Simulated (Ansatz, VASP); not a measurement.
# Cr: VASP beside Ansatz

```
Cr
1.0
     0.00000    2.48862    2.48862
     2.48862    0.00000    2.48862
     2.48862    2.48862    0.00000
Cr
2
Direct
  0.12500 0.12500 0.12500
  0.87500 0.87500 0.87500
```

Alike in both runs: task single point; functional r2SCAN; k mesh 12 × 12 × 12; occupations fermi-dirac, width 0.1 eV; no spin polarisation.

|  | VASP | Ansatz |
| --- | --- | --- |
| version | VASP 6.6.1 | Ansatz 0.2.0 |
| potentials or method | VASP PAW PBE potentials, release 64 (Cr_pv), cutoff 550 eV | plane waves (500 eV) with PAW, scalar-relativistic |
| valence electrons in the cell | 24 | 28 |

```tsv
	VASP	Ansatz	Ansatz less VASP
pressure (GPa)	6.3	4.7	-1.59
```

VASP's potentials were made for PBE, not for r2SCAN. With one functional, cell and mesh, what is left measures potentials, basis and numerics. VASP's potentials hold 24 valence electrons a cell and Ansatz's 28, so a difference there can come from the potentials and not from the codes.
